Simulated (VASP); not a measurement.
Wanted: the native input for a VASP 6.6.1 run.

```yaml
Task: single point
Functional: PBEsol
Potentials_or_basis: VASP PAW PBE potentials, release 64 (Ir)
Cutoff: 520 eV
k_mesh: 14 × 14 × 14
Occupations: gaussian, width 0.1 eV
Spin: no spin polarisation
Dipole_correction: no
Further_INCAR_settings: ALGO = Normal; EDIFF = 1e-06; NBANDS = 16
```

The structure of Ir lies in POSCAR:

```
Ir
1.0
    0.0000000000      2.7525542113      2.7525542113
    2.7525542113      0.0000000000      2.7525542113
    2.7525542113      2.7525542113      0.0000000000
Ir
2
Direct
    0.0000000000      0.0000000000      0.0000000000
    0.2500000000      0.2500000000      0.2500000000
```

These files were run (other wordings do the same):

INCAR

```
SYSTEM = Ir
PREC = Accurate
ENCUT = 520
EDIFF = 1E-6
ISMEAR = 0
SIGMA = 0.1
LREAL = .False.
LASPH = .True.
NELM = 60
ALGO = Normal
ISIF = 2
LWAVE = .False.
LCHARG = .False.
GGA = PS
NBANDS = 16
```

KPOINTS

```
Automatic mesh
0
Gamma
  14 14 14
  0 0 0
```

Potentials or basis: VASP PAW PBE potentials, release 64 (Ir).

Command:

```bash
$ cat potpaw_PBE.64/Ir/POTCAR > POTCAR
$ mpirun -np 1 vasp_std > vasp.out
```

It gave:

```
Pressure               : -0.3 GPa
Band gap on the k mesh : zero (band 9 reaches 6.48 eV, above the bottom of band 10 at 4.87 eV)
```

Caveat: the PAW data sets were made with another functional, which shifts forces and pressure a little; spin-orbit coupling is left out, which moves the levels of the heavy elements.

It took 52 s on 1 thread of AMD EPYC 7R43 64-Core Processor (Zen 3), on a shared host, peak memory 0.18 GiB.
